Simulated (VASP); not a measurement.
Write the native input for VASP 6.6.1 that does the following.

- Task: single point
- Functional: PBE exchange alone
- Potentials or basis: VASP PAW PBE potentials, release 64 (In_d, Se)
- Cutoff: 500 eV
- k mesh: 8 × 8 × 8
- Occupations: gaussian, width 0.01 eV
- Spin: no spin polarisation
- Dipole correction: no
- Further INCAR settings: ALGO = Normal; EDIFF = 1e-06; NBANDS = 27

The structure of InSe lies in POSCAR:

```
InSe
1.0
    2.0000000000      1.1547005384      8.4400000000
   -2.0000000000      1.1547005384      8.4400000000
    0.0000000000     -2.3094010768      8.4400000000
In Se
2 2
Direct
    0.1114000000      0.1114000000      0.1114000000
    0.0000000000      0.0000000000      0.0000000000
    0.8281000000      0.8281000000      0.8281000000
    0.6165000000      0.6165000000      0.6165000000
```

The input as run:

INCAR

```
SYSTEM = InSe
PREC = Accurate ; ENCUT = 500
EDIFF = 1E-6 ; ISMEAR = 0
SIGMA = 0.01 ; LREAL = .False.
LASPH = .True. ; NELM = 120
ALGO = Normal ; ISIF = 2
LWAVE = .False. ; LCHARG = .True.
GGA = PE ; ALDAC = 0.0
AGGAC = 0.0 ; LELF = .True.
LVHAR = .True. ; NBANDS = 27
GGA_COMPAT = .False.
```

KPOINTS

```
Automatic mesh
0
Gamma
  8 8 8
  0 0 0
```

Potentials or basis: VASP PAW PBE potentials, release 64 (In_d, Se).

Run with:

```sh
$ cat potpaw_PBE.64/In_d/POTCAR potpaw_PBE.64/Se/POTCAR > POTCAR
$ mpirun -np 1 vasp_std > vasp.out
```

Results of the run:

```
Pressure               : 10.5 GPa
Largest force          : 0.828 eV/Å
Band gap on the k mesh : 0.42 eV
```

Caveat: the cell stands under pressure; spin-orbit coupling is left out, which moves the levels of the heavy elements.

Run time: 7.4 min on 1 thread of Intel(R) Xeon(R) Platinum 8488C (Sapphire Rapids) (shared host), peak memory 0.61 GiB.
